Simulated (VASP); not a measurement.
BaO3: single point with PBE

BaO3:

```xyz
4
Lattice="3.9908 0.0000 0.0000 0.0000 3.9908 0.0000 0.0000 0.0000 3.9908" Properties=species:S:1:pos:R:3 pbc="T T T"
Ba    0.0000    0.0000    0.0000
O     0.0000    1.9954    1.9954
O     1.9954    0.0000    1.9954
O     1.9954    1.9954    0.0000
```

```yaml
Program: VASP 6.6.1
Task: single point
Functional: PBE
Potentials_or_basis: VASP PAW PBE potentials, release 64 (Ba_sv, O_h)
Cutoff: 910 eV
k_mesh: 4 × 4 × 4
Occupations: gaussian, width 0.1 eV
Spin: collinear spin, ferromagnetic start
Starting_moments: "[0.0, 1.46, 1.46, 1.46] μB"
```

```json
{"Pressure": "1.2 GPa", "Band gap on the k mesh": "zero (filled and empty bands overlap)", "Net moment": "4.00 μB per cell", "Site moments": "Ba -0.03; O +0.81 μB", "Valence electrons inside the program's atomic spheres": "Ba 7.94; O 3.25"}
```

Levels at points of the mesh, in eV from the Fermi level:
Spin up:
```tsv
k point	band 13	band 14	band 15	band 16	band 17	band 18	band 19	band 20
(0.00, 0.00, 0.00)	-1.70	-0.81	-0.81	-0.81	5.70	5.70	8.20	8.84
(0.50, 0.00, 0.00)	-1.63	-1.63	-1.32	-1.32	7.30	8.08	9.23	10.21
(0.50, 0.50, 0.00)	-1.43	-1.43	-1.20	-0.96	8.42	8.44	10.17	10.17
(0.50, 0.50, 0.50)	-1.19	-0.90	-0.90	-0.90	7.80	7.80	7.80	10.90
```
Spin down:
```
           k point  band 10  band 11  band 12  band 13  band 14  band 15
(0.00, 0.00, 0.00)    -0.72    -0.01    -0.01    -0.01     1.68     1.68
(0.50, 0.00, 0.00)    -0.88    -0.80     0.01     0.01     0.48     1.28
(0.50, 0.50, 0.00)    -0.82    -0.82     0.19     0.19     0.59     0.84
(0.50, 0.50, 0.50)    -0.40    -0.40     0.93     0.93     0.93     1.93
```

Wall time 76 s on 1 thread of AMD EPYC 7R43 64-Core Processor (Zen 3), with other jobs on the host, peak memory 0.27 GiB.

Caveat: the k points lie up to 0.39 Å⁻¹ apart; the cutoff is under 1.25 times the usual one of these potentials, so pressure, stress and relaxed cells hold a basis-set (Pulay) error; spin-orbit coupling is left out, which moves the levels of the heavy elements.
